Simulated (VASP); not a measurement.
Crystal: Ca.

```
Ca
1.0
     3.98000    0.00000    0.00000
    -1.99000    3.44678    0.00000
     0.00000    0.00000    6.52000
Ca
2
Direct
  0.33333 0.66667 0.25000
  0.66667 0.33333 0.75000
```

* Program: VASP 6.6.1
* Task: relaxation of cell and atoms
* Functional: PBEsol
* Potentials or basis: VASP PAW PBE potentials, release 64 (Ca_sv)
* Cutoff: 600 eV
* k mesh: 14 × 14 × 8
* Occupations: fermi-dirac, width 0.1 eV
* Spin: no spin polarisation

At the start: pressure -1.4 GPa; volume 44.72 Å³/atom.

**Question.** Where does the relaxation end?

**Answer.** Over 12 steps the energy falls by 17.6 meV/atom and the volume is 40.90 Å³/atom (-8.5 %); space group P6_3/mmc (No. 194, to 0.05 Å).

Step by step:
```tsv
step	energy change (eV)	largest force (eV/Å)	pressure (GPa)	volume (Å³)
1	0.0000	0.0000	-1.38	89.44
2	-0.0302	0.0000	-0.55	84.53
3	-0.0350	0.0000	-0.05	82.06
4	-0.0350	0.0000	0.00	81.83
5	-0.0350	0.0000	0.03	81.68
6	-0.0351	0.0000	-0.02	81.78
7	-0.0351	0.0000	-0.01	81.79
8	-0.0351	0.0000	-0.01	81.81
9	-0.0351	0.0000	-0.02	81.84
10	-0.0351	0.0000	0.00	81.79
11	-0.0351	0.0000	0.00	81.79
12	-0.0351	0.0000	-0.01	81.80
```

Final structure:
```yaml
crystal:
  lattice:
    - [3.85975, 0.00000, 0.00000]
    - [-1.92988, 3.34265, 0.00000]
    - [0.00000, 0.00000, 6.33996]
  atoms:
    - { symbol: Ca, position: [0.33333, 0.66667, 0.25000] }
    - { symbol: Ca, position: [0.66667, 0.33333, 0.75000] }
```

Caveat: the PAW data sets were made with another functional, which shifts forces and pressure a little.
